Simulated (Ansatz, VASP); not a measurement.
**One calculation of HgTe, two programs**

```xyz
2
Lattice="-3.0456 3.0456 1.5594 3.0456 -3.0456 1.5594 3.0456 3.0456 -1.5594" Properties=species:S:1:pos:R:3 pbc="T T T"
Hg    0.0000    3.0456    0.7797
Te    0.0000    0.0000    0.0000
```

Alike in both runs: task relaxation of cell and atoms; functional PBEsol; dispersion D4; k mesh 10 × 10 × 10; occupations fermi-dirac, width 0.05 eV; no spin polarisation.

|  | VASP | Ansatz |
| --- | --- | --- |
| version | VASP 6.6.1 | Ansatz 0.2.0 |
| potentials or method | VASP PAW PBE potentials, release 64 (Hg, Te) | Ansatz PAW |
| plane-wave cutoff (eV) | 600 | 420 |
| valence electrons in the cell | 18 | 36 |

Ansatz gave:

- gap on the k mesh at the Fermi level, each at its own relaxed structure (eV): none
- relaxed volume (Å³/atom): 25.84
- relaxed cell length with the largest relative difference (Å): 4.341

**Question.** Estimate VASP's values.

**Answer.** gap on the k mesh at the Fermi level, each at its own relaxed structure (eV): none; relaxed volume (Å³/atom): 25.93; relaxed cell length with the largest relative difference (Å): 4.346.

VASP's potentials were made for PBE, not for PBEsol. A gap of «none» marks a metal or a gap that the smearing closes. VASP's potentials hold 18 valence electrons a cell and Ansatz's 36, so a difference there can come from the potentials and not from the codes.

Neither program's run includes spin-orbit coupling. Noted on Ansatz's run: the plane-wave basis is chosen anew once the cell has moved, so the energies of steps on either side of that aren't comparable.
